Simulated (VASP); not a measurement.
Write the native input for VASP 6.6.1 that does the following.

```
Task                   : single point
Functional             : PBEsol
Potentials or basis    : VASP PAW PBE potentials, release 64 (Ag)
Cutoff                 : 520 eV
k mesh                 : 22 × 22 × 22
Occupations            : gaussian, width 0.15 eV
Spin                   : no spin polarisation
Dipole correction      : no
Further INCAR settings : ALGO = Fast; EDIFF = 1e-06; NBANDS = 12
```

The structure of Ag lies in POSCAR:

```
Ag
1.0
   -1.0635547630      1.7109359231      1.7109359231
    1.7109359231     -1.0635547630      1.7109359231
    1.7109359231      1.7109359231     -1.0635547630
Ag
1
Direct
    0.0000000000      0.0000000000      0.0000000000
```

This cell differs from its parent crystal: ratio of the length along [111] to the lengths across it x 1.7, volume and fractional coordinates fixed.

One way to write it, as run:

INCAR

```
SYSTEM = Ag
ALGO     = Fast           ! electronic algorithm
EDIFF    = 1E-6           ! SCF threshold, eV
ENCUT    = 520            ! plane-wave cutoff, eV
GGA      = PS             ! functional
ISIF     = 2              ! what is computed and relaxed
ISMEAR   = 0              ! smearing method
LASPH    = .TRUE.         ! aspherical terms in the spheres
LCHARG   = .FALSE.        ! write CHGCAR
LREAL    = .FALSE.        ! projectors in reciprocal space
LWAVE    = .FALSE.        ! write WAVECAR
NBANDS   = 12             ! bands
NELM     = 100            ! most SCF steps
PREC     = Accurate       ! precision mode
SIGMA    = 0.15           ! smearing width, eV
```

KPOINTS

```
k-points
0
G
  22 22 22
  0 0 0
```

Potentials or basis: VASP PAW PBE potentials, release 64 (Ag).

The run is started by

```sh
$ cat potpaw_PBE.64/Ag/POTCAR > POTCAR
$ mpirun -np 1 vasp_std > vasp.out
```

It gave:

```
Pressure : 5.0 GPa
```

Caveat: the PAW data sets were made with another functional, which shifts forces and pressure a little.

It took 82 s on 1 thread of Intel(R) Xeon(R) Platinum 8375C CPU @ 2.90GHz (Ice Lake), on a shared host, peak memory 0.31 GiB.
